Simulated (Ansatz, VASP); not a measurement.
**WC: VASP beside Ansatz**

```
CELL_PARAMETERS angstrom
1.64035 -2.11804 0.00000
1.64035 2.11804 0.00000
0.00000 0.00000 4.30942
ATOMIC_POSITIONS crystal
W 0.50000 0.50000 0.50000
C 0.00000 0.00000 0.00000
```

Alike in both runs: functional BLYP; k mesh 10 × 10 × 6; occupations fermi-dirac, width 0.05 eV; no spin polarisation.

```csv
,VASP,Ansatz
version,VASP 6.6.1,Ansatz 0.2.0
potentials or method,"VASP PAW PBE potentials, release 64 (W_sv, C)",Ansatz PAW
plane-wave cutoff (eV),520,420
valence electrons in the cell,18,18
task,single point,band structure
```

```tsv
	VASP	Ansatz	Ansatz less VASP
gap on the k mesh at the Fermi level (eV)	none	none	-
pressure (GPa)	-24.0	-24.6	-0.56
traceless stress, the component that is largest in VASP (GPa)	29.75	29.47	-0.274
```

VASP's potentials were made for PBE, not for BLYP. A gap of «none» marks a metal or a gap that the smearing closes.

Spin-orbit coupling is off throughout.
